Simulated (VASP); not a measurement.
# Ti (Im-3m) in VASP: further runs

Ti is run at these levels: PBEsol; tasks: single point.

Everything below comes from runs of VASP 6.6.1. Logs are shortened: lines on timing, memory, paths and dates and some standing lists are left out, and cuts for length are marked.

## 1. The cell of the first run

It takes space group Im-3m (No. 229, cubic). The conventional cell has a = 2.937 Å, b = 2.937 Å, c = 2.937 Å, α = 90.00°, β = 90.00°, γ = 90.00°. Within 3.4 Å of Ti (site symmetry m-3m) lie 14 Ti at 2.54 to 2.94 Å.

## 2. Single point, PBEsol

Contents of INCAR:

```
PREC     = Accurate       # precision mode
ENCUT    = 520            # plane-wave cutoff, eV
EDIFF    = 1E-6           # SCF threshold, eV
ISMEAR   = -1             # smearing method
SIGMA    = 0.05           # smearing width, eV
LREAL    = False          # projectors in reciprocal space
LASPH    = True           # aspherical terms in the spheres
NELM     = 60             # most SCF steps
ALGO     = Normal         # electronic algorithm
ISIF     = 2              # what is computed and relaxed
LWAVE    = False          # write WAVECAR
LCHARG   = False          # write CHGCAR
GGA      = PS             # functional
NBANDS   = 12             # bands
```

Contents of KPOINTS:

```
regular mesh
0
Gamma
  7 7 7
```

Contents of POSCAR:

```
Ti
1.0
   -1.4683951419      1.4683951419      1.4683951419
    1.4683951419     -1.4683951419      1.4683951419
    1.4683951419      1.4683951419     -1.4683951419
Ti
1
Direct
    0.0000000000      0.0000000000      0.0000000000
```

Potentials or basis: VASP PAW PBE potentials, release 64 (Ti_sv).

On the command line:

```
cat potpaw_PBE.64/Ti_sv/POTCAR > POTCAR
mpirun -np 1 vasp_std > vasp.out
```

OUTCAR:

```text
PREC = Accurate
   ENCUT = 520
   EDIFF = 1E-6
   ISMEAR = -1
   LREAL = False
   LASPH = True
   NELM = 60
   ISIF = 2
   GGA = PS

 ion  position               nearest neighbor table
   1  0.000  0.000  0.000-

  LATTYP: Found a body centered cubic cell.
 ALAT       =     2.9367902838

  Lattice vectors:

 A1 = (  -1.4683951419,   1.4683951419,   1.4683951419)
 A2 = (   1.4683951419,  -1.4683951419,   1.4683951419)
 A3 = (   1.4683951419,   1.4683951419,  -1.4683951419)

Analysis of symmetry for initial positions (statically):
=====================================================================
 Subroutine PRICEL returns:
 Original cell was already a primitive cell.

 Routine SETGRP: Setting up the symmetry group for a
 body centered cubic supercell.

 Subroutine GETGRP returns: Found 48 space group operations
 (whereof 48 operations were pure point group operations)
 out of a pool of 48 trial point group operations.

The static configuration has the point symmetry O_h .

Analysis of symmetry for dynamics (positions and initial velocities):
=====================================================================
 Subroutine PRICEL returns:
 Original cell was already a primitive cell.

 Routine SETGRP: Setting up the symmetry group for a
 body centered cubic supercell.

 Subroutine GETGRP returns: Found 48 space group operations
 (whereof 48 operations were pure point group operations)
 out of a pool of 48 trial point group operations.

The dynamic configuration has the point symmetry O_h .

 Subroutine INISYM returns: Found 48 space group operations
 (whereof 48 operations are pure point group operations),
 and found     1 'primitive' translations

----------------------------------------------------------------------------------------

                                     Primitive cell

  volume of cell :      12.6645

  direct lattice vectors                    reciprocal lattice vectors
    -1.468395142  1.468395142  1.468395142     0.000000000  0.340507800  0.340507800
     1.468395142 -1.468395142  1.468395142     0.340507800  0.000000000  0.340507800
     1.468395142  1.468395142 -1.468395142     0.340507800  0.340507800  0.000000000

  length of vectors
     2.543334991  2.543334991  2.543334991     0.481550750  0.481550750  0.481550750

  position of ions in fractional coordinates (direct lattice)
[... 76 lines left out ...]
   IBRION =     -1    ionic relax: 0-MD 1-quasi-New 2-CG
   NFREE  =      0    steps in history (QN), initial steepest desc. (CG)
   ISIF   =      2    stress and relaxation
   ISYM   =      2    0-nonsym 1-usesym 2-fastsym
   POTIM  = 0.5000    time-step for ionic-motion
   TEBEG  =    0.0;   TEEND  =   0.0 temperature during run
   PSTRESS=    0.0 pullay stress
   NELECT =      12.0000    total number of electrons
   NUPDOWN=      -1.0000    fix difference up-down
   EMIN   =  10.00;   EMAX   =-10.00  energy-range for DOS
   EFERMI =   0.00;   METHOD = LEGACY
   ISMEAR =    -1;   SIGMA  =   0.05  broadening in eV -4-tet -1-fermi 0-gaus
   EFERMI_NEDOS =   21; number of points for ismear=-14 and -15
   IALGO  =     38    algorithm
   IMIX   =      4    mixing-type and parameters
     AMIX     =   0.40;   BMIX     =  1.00
     AMIX_MAG =   1.60;   BMIX_MAG =  1.00
  volume/ion in A,a.u.               =      12.66        85.46
  Fermi-wavevector in a.u.,A,eV,Ry     =   1.607949  3.038583 35.177869  2.585500
  Thomas-Fermi vector in A             =   2.703896
   LORBIT       =      0    0 simple, 1 ext, 2 COOP (PROOUT), +10 PAW based schemes
   GGA     = PS    functional components
   LHFCALC =     F    Hartree Fock is set to
   AEXX    =    0.0000 exact exchange contribution
   IVDW    =     0    specifies the selected vdW correction
   LEPSILON=     F    determine dielectric tensor
   LRPA    =     F    only Hartree local field effects (RPA)
 non-spin polarized calculation
  energy-cutoff  :      520.00
  volume of cell :       12.66
 maximum number of plane-waves:       351
   NGX =  9   NGY =  9   NGZ =  9

 number of electron      12.0000001 magnetization

 Free energy of the ion-electron system (eV)
  ---------------------------------------------------
  ext. energy  EPLUGINS =         0.00000000
  ---------------------------------------------------
  free energy    TOTEN  =        -7.73856402 eV

  energy without entropy =       -7.71340760  energy(sigma->0) =       -7.72598581

 E-fermi :  11.7634     XC(G=0): -13.2216

 val. band max:       11.7440900761   @ k =  -0.4286  -0.4286   0.1429
 cond. band min:      11.8475726817   @ k =  -0.4286   0.4286   0.1429
 fundamental gap:      0.1034826056
 Fermi energy:        11.7633651418

 k-point     1 :       0.0000    0.0000    0.0000
  band No.  band energies     occupation
      1     -44.1462      2.00000
      2     -19.4517      2.00000
      3     -19.4517      2.00000
      4     -19.4517      2.00000
      5       5.2634      2.00000
      6      12.8880      0.00000
      7      12.8880      0.00000
      8      12.8880      0.00000
      9      15.4679      0.00000
     10      15.4679      0.00000
     11      31.3944      0.00000
     12      31.3944      0.00000
[... 271 lines left out ...]
 k-point    20 :      -0.4286    0.4286    0.4286
  band No.  band energies     occupation
      1     -43.4286      2.00000
      2     -20.6384      2.00000
      3     -20.5628      2.00000
      4     -20.5628      2.00000
      5       8.4741      2.00000
      6       8.5609      2.00000
      7      16.5120      0.00000
      8      16.5120      0.00000
      9      17.1136      0.00000
     10      21.8292      0.00000
     11      24.4260      0.00000
     12      24.4260      0.00000

------------------------ aborting loop because EDIFF is reached ----------------------------------------

  FORCE on cell =-STRESS in cart. coord.  units (eV):
  Direction    XX          YY          ZZ          XY          YZ          ZX
  --------------------------------------------------------------------------------------
  -------------------------------------------------------------------------------------
  Total        3.4873121      3.4873121      3.4873121     -0.0000000     -0.0000000      0.0000000
  in kB      441.1767294    441.1767294    441.1767294     -0.0000000     -0.0000000      0.0000000
  external PRESSURE =     441.1767294 kB  Pullay stress =       0.0000000 kB

 VOLUME and BASIS-vectors are now :
 -----------------------------------------------------------------------------
  energy-cutoff  :      520.00
  volume of cell :       12.66
      direct lattice vectors                 reciprocal lattice vectors
    -1.468395142  1.468395142  1.468395142     0.000000000  0.340507800  0.340507800
     1.468395142 -1.468395142  1.468395142     0.340507800  0.000000000  0.340507800
     1.468395142  1.468395142 -1.468395142     0.340507800  0.340507800  0.000000000

 POSITION                                       TOTAL-FORCE (eV/Angst)
 -----------------------------------------------------------------------------------
      0.00000      0.00000      0.00000         0.000000      0.000000      0.000000
 -----------------------------------------------------------------------------------
    total drift:                                0.000000      0.000000      0.000000

  FREE ENERGIE OF THE ION-ELECTRON SYSTEM (eV)
  ---------------------------------------------------
  free  energy   TOTEN  =        -7.7385640206 eV

  energy  without entropy=       -7.7134076036  energy(sigma->0) =       -7.72598581
```

OSZICAR:

```text
N       E                     dE             d eps       ncg     rms          rms(c)
DAV:   1     0.841124053793E+02    0.84112E+02   -0.64165E+03   488   0.129E+03
DAV:   2    -0.445936883828E+01   -0.88572E+02   -0.85688E+02   488   0.297E+02
DAV:   3    -0.817512776361E+01   -0.37158E+01   -0.36752E+01   592   0.637E+01
DAV:   4    -0.828480505055E+01   -0.10968E+00   -0.10945E+00   552   0.914E+00
DAV:   5    -0.828759491386E+01   -0.27899E-02   -0.27896E-02   540   0.126E+00    0.128E+01
DAV:   6    -0.769068247171E+01    0.59691E+00   -0.13377E+00   524   0.177E+01    0.446E+00
DAV:   7    -0.771036259034E+01   -0.19680E-01   -0.10547E-01   568   0.407E+00    0.198E+00
DAV:   8    -0.773839020136E+01   -0.28028E-01   -0.69034E-02   516   0.280E+00    0.125E-01
DAV:   9    -0.773843191154E+01   -0.41710E-04   -0.73876E-03   564   0.843E-01    0.154E-01
DAV:  10    -0.773860297762E+01   -0.17107E-03   -0.65912E-04   512   0.285E-01    0.515E-02
DAV:  11    -0.773856479368E+01    0.38184E-04   -0.53020E-05   544   0.103E-01    0.837E-03
DAV:  12    -0.773856402062E+01    0.77306E-06   -0.76671E-07   412   0.102E-02
   1 F= -.77385640E+01 E0= -.77259858E+01  d E =-.251564E-01
```

stdout:

```text
POSCAR found type information on POSCAR Ti
 POSCAR found :  1 types and       1 ions
 scaLAPACK will be used
 -----------------------------------------------------------------------------
|                                                                             |
|                                                                             |
|     You enforced a specific xc type in the INCAR file but a different       |
|     I HOPE YOU KNOW WHAT YOU ARE DOING!                                     |
|                                                                             |
 -----------------------------------------------------------------------------

 LDA part: xc-table for (Slater+PW92), standard interpolation
 POSCAR, INCAR and KPOINTS ok, starting setup
 FFT: planning ... GRIDC
 FFT: planning ... GRID_SOFT
 FFT: planning ... GRID
 WAVECAR not read
 entering main loop
```

Wall time 4 s (1 thread of Intel Xeon 6975P-C, shared host); peak memory 0.12 GiB.

Results:

| Property | Result |
| --- | --- |
| Free energy | -7.7386 eV |
| Pressure | 44.1 GPa |
| Band gap on the k mesh | zero (band 6 reaches 12.89 eV, above the bottom of band 7 at 11.03 eV) |

Caveat: the k points lie up to 0.43 Å⁻¹ apart; the PAW data sets were made with another functional, which shifts forces and pressure a little.

## 3. Single point, PBEsol

This run uses another cell than the first one, of 15.05 Å³/atom, 1.188 times its volume.

Contents of INCAR:

```
  PREC = Accurate
  ENCUT = 520
  EDIFF = 1E-7
  ISMEAR = -1
  SIGMA = 0.05
  LREAL = False
  LASPH = True
  NELM = 80
  ALGO = Normal
  ISIF = 2
  LWAVE = False
  LCHARG = False
  GGA = PS
  NBANDS = 12
```

KPOINTS is that of step 2.

Contents of POSCAR:

```
Ti
1.0
   -1.5553243763      1.5553243763      1.5553243763
    1.5553243763     -1.5553243763      1.5553243763
    1.5553243763      1.5553243763     -1.5553243763
Ti
1
Direct
    0.0000000000      0.0000000000      0.0000000000
```

Potentials or basis: VASP PAW PBE potentials, release 64 (Ti_sv).

On the command line:

```
cat potpaw_PBE.64/Ti_sv/POTCAR > POTCAR
mpirun -np 1 vasp_std > vasp.out
```

OUTCAR:

```text
PREC = Accurate
   ENCUT = 520
   EDIFF = 1E-7
   ISMEAR = -1
   LREAL = False
   LASPH = True
   NELM = 80
   ISIF = 2
   GGA = PS

 ion  position               nearest neighbor table
   1  0.000  0.000  0.000-

  LATTYP: Found a body centered cubic cell.
 ALAT       =     3.1106487526

  Lattice vectors:

 A1 = (  -1.5553243763,   1.5553243763,   1.5553243763)
[... 471 lines left out ...]
      9      13.9560      0.00000
     10      17.8817      0.00000
     11      20.2219      0.00000
     12      20.2219      0.00000

------------------------ aborting loop because EDIFF is reached ----------------------------------------

  FORCE on cell =-STRESS in cart. coord.  units (eV):
  Direction    XX          YY          ZZ          XY          YZ          ZX
  --------------------------------------------------------------------------------------
  -------------------------------------------------------------------------------------
  Total        1.3665260      1.3665260      1.3665260     -0.0000000     -0.0000000      0.0000000
  in kB      145.4807533    145.4807533    145.4807533     -0.0000000     -0.0000000      0.0000000
  external PRESSURE =     145.4807533 kB  Pullay stress =       0.0000000 kB

 VOLUME and BASIS-vectors are now :
 -----------------------------------------------------------------------------
  energy-cutoff  :      520.00
  volume of cell :       15.05
      direct lattice vectors                 reciprocal lattice vectors
    -1.555324376  1.555324376  1.555324376     0.000000000  0.321476348  0.321476348
     1.555324376 -1.555324376  1.555324376     0.321476348  0.000000000  0.321476348
     1.555324376  1.555324376 -1.555324376     0.321476348  0.321476348  0.000000000

 POSITION                                       TOTAL-FORCE (eV/Angst)
 -----------------------------------------------------------------------------------
      0.00000      0.00000      0.00000        -0.000000     -0.000000      0.000000
 -----------------------------------------------------------------------------------
    total drift:                                0.000000      0.000000      0.000000

  FREE ENERGIE OF THE ION-ELECTRON SYSTEM (eV)
  ---------------------------------------------------
  free  energy   TOTEN  =        -8.1616420535 eV

  energy  without entropy=       -8.1380170460  energy(sigma->0) =       -8.14982955
```

stdout:

```text
POSCAR found type information on POSCAR Ti
 POSCAR found :  1 types and       1 ions
 scaLAPACK will be used
 -----------------------------------------------------------------------------
|                                                                             |
|                                                                             |
|     You enforced a specific xc type in the INCAR file but a different       |
|     I HOPE YOU KNOW WHAT YOU ARE DOING!                                     |
|                                                                             |
 -----------------------------------------------------------------------------

 LDA part: xc-table for (Slater+PW92), standard interpolation
 POSCAR, INCAR and KPOINTS ok, starting setup
 FFT: planning ... GRIDC
 FFT: planning ... GRID_SOFT
 FFT: planning ... GRID
 WAVECAR not read
 entering main loop
```

Run time: 4 s. Hardware: 1 thread of Intel Xeon 6975P-C, shared host; peak memory 0.12 GiB.

What came out:

```yaml
Free_energy: -8.1616 eV
Pressure: 14.5 GPa
Band_gap_on_the_k_mesh: zero (band 6 reaches 10.59 eV, above the bottom of band 7 at 9.01 eV)
```

Levels at points of the mesh, in eV from the Fermi level:
```
           k point  band 2  band 3  band 4  band 5  band 6  band 7  band 8  band 9  band 10  band 11
(0.00, 0.00, 0.00)  -31.85  -31.85  -31.85   -6.25    1.04    1.04    1.04    3.14     3.14    18.43
```

Caveat: the k points lie up to 0.41 Å⁻¹ apart; the PAW data sets were made with another functional, which shifts forces and pressure a little.

(Part 1 of 2 ends here.)
